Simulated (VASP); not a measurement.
Runs of VASP 6.6.1 on C. The structure is that of space group I4_1/amd (No. 141), or close to it. The cells are those of the table. 

```tsv
potentials or basis	cell	cutoff (eV)	second run	gap on the mesh (eV)	pressure (GPa)
VASP PAW PBE potentials, release 64 (C_h)	a = 2.612, b = 2.612, c = 2.365 Å, angles 63.1, 63.1, 53.8°, 2 atoms	910	hard_potentials	(c)	(a)
VASP PAW PBE potentials, release 64 (C_h)	a = 2.462, b = 2.462, c = 2.653 Å, angles 57.4, 57.4, 65.2°, 2 atoms	910	hard_potentials	0.16	0.2
VASP PAW PBE potentials, release 64 (C)	a = 2.798, b = 2.798, c = 2.195 Å, angles 66.9, 66.9, 46.2°, 2 atoms	520	-	(b)	8.9
VASP PAW PBE potentials, release 64 (C)	a = 2.612, b = 2.612, c = 2.365 Å, angles 63.1, 63.1, 53.8°, 2 atoms	520	-	1.75	2.2
VASP PAW PBE potentials, release 64 (C)	a = 2.670, b = 2.670, c = 2.302 Å, angles 64.5, 64.5, 51.1°, 2 atoms	520	-	0.74	3.9
```

Alike in all rows: task single point; level PBEsol; no spin polarisation; k mesh 12 × 12 × 12; smearing gaussian 0.05 eV.

Estimate the missing entries.

(a) 1.2; (b) none; (c) 1.76.

Caveats: the PAW data sets were made with another functional, which shifts forces and pressure a little; the cutoff is under 1.25 times the usual one of these potentials, so pressure, stress and relaxed cells hold a basis-set (Pulay) error (some runs).

A k mesh can miss the band edges.
